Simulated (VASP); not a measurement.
# Ta (P6/mmm) in VASP: relaxation of cell and atoms with RPBE

Aim: the relaxation of cell and atoms of Ta with RPBE.

Everything below comes from runs of VASP 6.6.1. Logs are shortened: lines on timing, memory, paths and dates and some standing lists are left out, and cuts for length are marked.

### 1 The cell of the first run

The structure is hexagonal, space group P6/mmm (No. 191). Conventional cell: a = 4.674 Å, b = 4.674 Å, c = 2.865 Å, α = 90.00°, β = 90.00°, γ = 120.00°. Ta (site symmetry 6/mmm) has 14 Ta at 2.86 to 3.05 Å within 3.8 Å. Ta (site symmetry -6m2) has 11 Ta at 2.70 to 3.05 Å within 3.6 Å.

This isn't the form of Ta at room conditions, which is bcc.

### 2 Relaxation of cell and atoms, RPBE

INCAR reads:

```
SYSTEM = Ta
PREC     = Accurate       ! precision mode
ENCUT    = 600            ! plane-wave cutoff, eV
EDIFF    = 1E-6           ! SCF threshold, eV
ISMEAR   = -1             ! smearing method
SIGMA    = 0.1            ! smearing width, eV
LREAL    = .FALSE.        ! projectors in reciprocal space
LASPH    = .TRUE.         ! aspherical terms in the spheres
NELM     = 80             ! most SCF steps
ALGO     = Normal         ! electronic algorithm
ISIF     = 3              ! what is computed and relaxed
LWAVE    = .FALSE.        ! write WAVECAR
LCHARG   = .FALSE.        ! write CHGCAR
GGA      = RP             ! functional
IBRION   = 2              ! ionic algorithm
NSW      = 80             ! ionic steps
EDIFFG   = -0.01          ! ionic threshold
```

KPOINTS reads:

```
regular mesh
0
G
  8 8 11
  0 0 0
```

POSCAR reads:

```
Ta
1.0
    4.6735112553      0.0000000000      0.0000000000
   -2.3367556276      4.0473794720      0.0000000000
    0.0000000000      0.0000000000      2.8648623995
Ta
3
Direct
    0.0000000000      0.0000000000      0.0000000000
    0.3333333333      0.6666666667      0.5000000000
    0.6666666667      0.3333333333      0.5000000000
```

Potentials or basis: VASP PAW PBE potentials, release 64 (Ta_pv).

The run is started by

```sh
$ cat potpaw_PBE.64/Ta_pv/POTCAR > POTCAR
$ mpirun -np 1 vasp_std > vasp.out
```

OUTCAR:

```text
SYSTEM = Ta
   PREC = Accurate
   ENCUT = 600
   EDIFF = 1E-6
   ISMEAR = -1
   LREAL = .FALSE.
   LASPH = .TRUE.
   NELM = 80
   ISIF = 3
   GGA = RP
   IBRION = 2
   NSW = 80
   EDIFFG = -0.01

 ion  position               nearest neighbor table
   1  0.000  0.000  0.000-   2 3.05   3 3.05   2 3.05   3 3.05   3 3.05   3 3.05   2 3.05   2 3.05
                             3 3.05   3 3.05   2 3.05   2 3.05
   2  0.333  0.667  0.500-   3 2.70   3 2.70   3 2.70   1 3.05   1 3.05   1 3.05   1 3.05   1 3.05
                             1 3.05
   3  0.667  0.333  0.500-   2 2.70   2 2.70   2 2.70   1 3.05   1 3.05   1 3.05   1 3.05   1 3.05
                             1 3.05

  LATTYP: Found a hexagonal cell.
 ALAT       =     4.6735112553
 C/A-ratio  =     0.6130000000

  Lattice vectors:

 A1 = (   4.6735112553,   0.0000000000,   0.0000000000)
 A2 = (  -2.3367556276,   4.0473794720,   0.0000000000)
 A3 = (   0.0000000000,   0.0000000000,   2.8648623995)

Analysis of symmetry for initial positions (statically):
=====================================================================
 Subroutine PRICEL returns:
 Original cell was already a primitive cell.

 Routine SETGRP: Setting up the symmetry group for a
 hexagonal supercell.

 Subroutine GETGRP returns: Found 24 space group operations
 (whereof 24 operations were pure point group operations)
 out of a pool of 24 trial point group operations.

The static configuration has the point symmetry D_6h.

Analysis of symmetry for dynamics (positions and initial velocities):
=====================================================================
 Subroutine PRICEL returns:
 Original cell was already a primitive cell.

 Routine SETGRP: Setting up the symmetry group for a
 hexagonal supercell.

 Subroutine GETGRP returns: Found 24 space group operations
 (whereof 24 operations were pure point group operations)
 out of a pool of 24 trial point group operations.

The dynamic configuration has the point symmetry D_6h.

 Subroutine INISYM returns: Found 24 space group operations
 (whereof 24 operations are pure point group operations),
 and found     1 'primitive' translations

----------------------------------------------------------------------------------------

                                     Primitive cell

  volume of cell :      54.1902

  direct lattice vectors                    reciprocal lattice vectors
     4.673511255  0.000000000  0.000000000     0.213971882  0.123536724  0.000000000
    -2.336755628  4.047379472  0.000000000     0.000000000  0.247073448  0.000000000
     0.000000000  0.000000000  2.864862400     0.000000000  0.000000000  0.349056904

  length of vectors
     4.673511255  4.673511255  2.864862400     0.247073448  0.247073448  0.349056904

  position of ions in fractional coordinates (direct lattice)
     0.000000000  0.000000000  0.000000000
     0.333333333  0.666666667  0.500000000
     0.666666667  0.333333333  0.500000000

  ion indices of the primitive-cell ions
   primitive index   ion index
                 1           1
                 2           2
                 3           3

----------------------------------------------------------------------------------------

 KPOINTS: regular mesh

Automatic generation of k-mesh.
 Grid dimensions read from file:
 generate k-points for:    8    8   11

 Generating k-lattice:

  Cartesian coordinates                     Fractional coordinates (reciprocal lattice)
     0.026746485  0.015442090  0.000000000     0.125000000 -0.000000000  0.000000000
     0.000000000  0.030884181  0.000000000     0.000000000  0.125000000  0.000000000
     0.000000000  0.000000000  0.031732446     0.000000000  0.000000000  0.090909091

  Length of vectors
     0.030884181  0.030884181  0.031732446

  Shift w.r.t. Gamma in fractional coordinates (k-lattice)
     0.000000000  0.000000000  0.000000000

 Subroutine IBZKPT returns following result:
 ===========================================

 Found     60 irreducible k-points:

 Following reciprocal coordinates:
            Coordinates               Weight
  0.000000  0.000000  0.000000      1.000000
  0.125000 -0.000000  0.000000      6.000000
  0.250000 -0.000000  0.000000      6.000000
  0.375000  0.000000  0.000000      6.000000
  0.500000 -0.000000  0.000000      3.000000
  0.125000  0.125000  0.000000      6.000000
[... 16 lines left out ...]
  0.250000 -0.000000  0.181818     12.000000
  0.375000  0.000000  0.181818     12.000000
 [... further k-points ...]
   k-points           NKPTS =     60   k-points in BZ     NKDIM =     60   number of bands    NBANDS=     20
   number of dos      NEDOS =    301   number of ions     NIONS =      3
   total plane-waves  NPLWV =  38400
   dimension x,y,z NGX =    40 NGY =   40 NGZ =   24
   dimension x,y,z NGXF=    80 NGYF=   80 NGZF=   48
   ions per type =               3
   NGX,Y,Z   is equivalent  to a cutoff of  14.23, 14.23, 13.93 a.u.
   NGXF,Y,Z  is equivalent  to a cutoff of  28.46, 28.46, 27.85 a.u.
 SYSTEM =  Ta
   PREC   = accura    normal or accurate (medium, high low for compatibility)
   ISTART =      0    job   : 0-new  1-cont  2-samecut
   ICHARG =      2    charge: 1-file 2-atom 10-const
   ISPIN  =      1    spin polarized calculation?
   LNONCOLLINEAR =      F non collinear calculations
   LSORBIT =      F    spin-orbit coupling
   LASPH  =      T    aspherical Exc in radial PAW
   ENCUT  =  600.0 eV  44.10 Ry    6.64 a.u.   9.33  9.33  5.72*2*pi/ulx,y,z
   NELM   =     80;   NELMIN=  2; NELMDL= -5     # of ELM steps
   EDIFF  = 0.1E-05   stopping-criterion for ELM
   LREAL  =      F    real-space projection
   EDIFFG = -.1E-01   stopping-criterion for IOM
   NSW    =     80    number of steps for IOM
   IBRION =      2    ionic relax: 0-MD 1-quasi-New 2-CG
   NFREE  =      1    steps in history (QN), initial steepest desc. (CG)
   ISIF   =      3    stress and relaxation
   ISYM   =      2    0-nonsym 1-usesym 2-fastsym
   POTIM  = 0.5000    time-step for ionic-motion
   TEBEG  =    0.0;   TEEND  =   0.0 temperature during run
   PSTRESS=    0.0 pullay stress
   NELECT =      33.0000    total number of electrons
   NUPDOWN=      -1.0000    fix difference up-down
   EMIN   =  10.00;   EMAX   =-10.00  energy-range for DOS
   EFERMI =   0.00;   METHOD = LEGACY
   ISMEAR =    -1;   SIGMA  =   0.10  broadening in eV -4-tet -1-fermi 0-gaus
   EFERMI_NEDOS =   21; number of points for ismear=-14 and -15
   IALGO  =     38    algorithm
   IMIX   =      4    mixing-type and parameters
     AMIX     =   0.40;   BMIX     =  1.00
     AMIX_MAG =   1.60;   BMIX_MAG =  1.00
  volume/ion in A,a.u.               =      18.06       121.90
  Fermi-wavevector in a.u.,A,eV,Ry     =   1.387626  2.622233 26.198105  1.925506
  Thomas-Fermi vector in A             =   2.511829
   LORBIT       =      0    0 simple, 1 ext, 2 COOP (PROOUT), +10 PAW based schemes
   GGA     = RP    functional components
   LHFCALC =     F    Hartree Fock is set to
   AEXX    =    0.0000 exact exchange contribution
   IVDW    =     0    specifies the selected vdW correction
   LEPSILON=     F    determine dielectric tensor
   LRPA    =     F    only Hartree local field effects (RPA)
 conjugate gradient relaxation of ions
 non-spin polarized calculation
  energy-cutoff  :      600.00
  volume of cell :       54.19
 maximum number of plane-waves:      1834
 NGX is ok and might be reduce to    40
   NGX = 19   NGY = 19   NGZ = 11

--------------------------------------- Ionic step        1  -------------------------------------------

 number of electron      32.9999998 magnetization

 Free energy of the ion-electron system (eV)
  ---------------------------------------------------
  ext. energy  EPLUGINS =         0.00000000
  ---------------------------------------------------
  free energy    TOTEN  =       -32.98392125 eV

  energy without entropy =      -32.87549572  energy(sigma->0) =      -32.92970848

------------------------ aborting loop because EDIFF is reached ----------------------------------------

  FORCE on cell =-STRESS in cart. coord.  units (eV):
  Direction    XX          YY          ZZ          XY          YZ          ZX
  --------------------------------------------------------------------------------------
  -------------------------------------------------------------------------------------
  Total        6.2387639      6.2387639     -2.2171246      0.0000000      0.0000000     -0.0000000
  in kB      184.4540285    184.4540285    -65.5510578      0.0000000      0.0000000     -0.0000000
  external PRESSURE =     101.1189997 kB  Pullay stress =       0.0000000 kB
[... 92 lines left out ...]
  FREE ENERGIE OF THE ION-ELECTRON SYSTEM (eV)
  ---------------------------------------------------
  free  energy   TOTEN  =       -33.2842931416 eV

  energy  without entropy=      -33.1657555314  energy(sigma->0) =      -33.22502434

[... ionic steps 4 to 12 ...]

--------------------------------------- Ionic step       13  -------------------------------------------

 number of electron      33.0000000 magnetization

------------------------ aborting loop because EDIFF is reached ----------------------------------------

  FORCE on cell =-STRESS in cart. coord.  units (eV):
  Direction    XX          YY          ZZ          XY          YZ          ZX
  --------------------------------------------------------------------------------------
  -------------------------------------------------------------------------------------
  Total       -0.0033982     -0.0033982      0.0579967     -0.0000000     -0.0000000      0.0000000
  in kB       -0.0955347     -0.0955347      1.6304604     -0.0000000     -0.0000000      0.0000000
  external PRESSURE =       0.4797970 kB  Pullay stress =       0.0000000 kB
[... 59 lines left out ...]
  energy  without entropy=      -33.2161565932  energy(sigma->0) =      -33.27208063

--------------------------------------- Ionic step       15  -------------------------------------------

 number of electron      33.0000000 magnetization

 Free energy of the ion-electron system (eV)
  ---------------------------------------------------
  ext. energy  EPLUGINS =         0.00000000
  ---------------------------------------------------
  free energy    TOTEN  =       -33.32800946 eV

  energy without entropy =      -33.21621677  energy(sigma->0) =      -33.27211312

 E-fermi :   5.4528     XC(G=0): -12.2771

 val. band max:        5.4373406078   @ k =   0.3750   0.0000   0.0909
 cond. band min:       5.4581345911   @ k =   0.2500   0.2500   0.3636
 fundamental gap:      0.0207939833
 Fermi energy:         5.4527710769

 k-point     1 :       0.0000    0.0000    0.0000
  band No.  band energies     occupation
      1     -28.9587      2.00000
      2     -28.9587      2.00000
      3     -28.7915      2.00000
      4     -28.7915      2.00000
      5     -28.2299      2.00000
      6     -28.2299      2.00000
[... 12 lines left out ...]
     19       6.4586      0.00009
[... 513 lines left out ...]
      4     -28.5301      2.00000
      5     -28.4591      2.00000
      6     -28.3709      2.00000
[... 12 lines left out ...]
     19       6.7714      0.00000
     20       7.3913      0.00000

 [... further k-points ...]

------------------------ aborting loop because EDIFF is reached ----------------------------------------

  FORCE on cell =-STRESS in cart. coord.  units (eV):
  Direction    XX          YY          ZZ          XY          YZ          ZX
  --------------------------------------------------------------------------------------
  -------------------------------------------------------------------------------------
  Total       -0.0093232     -0.0093232     -0.0064886     -0.0000000      0.0000000     -0.0000000
  in kB       -0.2620096     -0.2620096     -0.1823483     -0.0000000      0.0000000     -0.0000000
  external PRESSURE =      -0.2354559 kB  Pullay stress =       0.0000000 kB
[... 18 lines left out ...]
  FREE ENERGIE OF THE ION-ELECTRON SYSTEM (eV)
  ---------------------------------------------------
  free  energy   TOTEN  =       -33.3280094627 eV

  energy  without entropy=      -33.2162167685  energy(sigma->0) =      -33.27211312

 reached required accuracy - stopping structural energy minimisation
```

It took 12 min on 1 thread of Intel Xeon 8259CL, shared host; peak memory 0.25 GiB.

What came out:

```yaml
Free_energy: -33.3280 eV
Relaxed_volume: 19.00 Å³/atom
Relaxed_cell: a = 4.894 Å, b = 4.894 Å, c = 2.748 Å, α = 90.00°, β = 90.00°, γ = 120.00°
Space_group_after_relaxing_to_0.1_Å: P6/mmm (No. 191)
Energy_gained_by_relaxing: 114.7 meV/atom
Ionic_steps: 15
Pressure_after_relaxing: 0.0 GPa
Band_gap_on_the_k_mesh: zero (an odd number of electrons rules out a gap without spin polarisation)
```

Step by step:
```tsv
step	energy change (eV)	largest force (eV/Å)	pressure (GPa)	volume (Å³)
1	0.0000	0.0000	10.11	54.19
2	0.0262	0.0000	-14.45	63.27
3	-0.3004	0.0000	-4.64	58.53
4	-0.3006	0.0000	-4.26	58.39
5	-0.2740	0.0000	4.76	55.77
6	-0.3436	0.0000	-0.64	57.22
7	-0.3436	0.0000	-0.56	57.19
8	-0.3436	0.0000	-0.48	57.17
9	-0.3437	0.0000	0.57	56.81
10	-0.3441	0.0000	0.15	56.98
11	-0.3441	0.0000	0.01	57.01
12	-0.3441	0.0000	0.03	57.00
13	-0.3441	0.0000	0.05	56.99
14	-0.3441	0.0000	-0.05	57.02
15	-0.3441	0.0000	-0.02	57.01
```

Final structure:
```cif
data_structure
_symmetry_space_group_name_H-M 'P 1'
_symmetry_Int_Tables_number 1
_cell_length_a 4.8943
_cell_length_b 4.8943
_cell_length_c 2.7481
_cell_angle_alpha 90.000
_cell_angle_beta 90.000
_cell_angle_gamma 120.000
_cell_volume 57.01
loop_
_atom_site_label
_atom_site_type_symbol
_atom_site_fract_x
_atom_site_fract_y
_atom_site_fract_z
_atom_site_occupancy
Ta1 Ta 0.00000 0.00000 0.00000 1
Ta2 Ta 0.33333 0.66667 0.50000 1
Ta3 Ta 0.66667 0.33333 0.50000 1
```

Caveat: the PAW data sets were made with another functional, which shifts forces and pressure a little; spin-orbit coupling is left out, which moves the levels of the heavy elements.
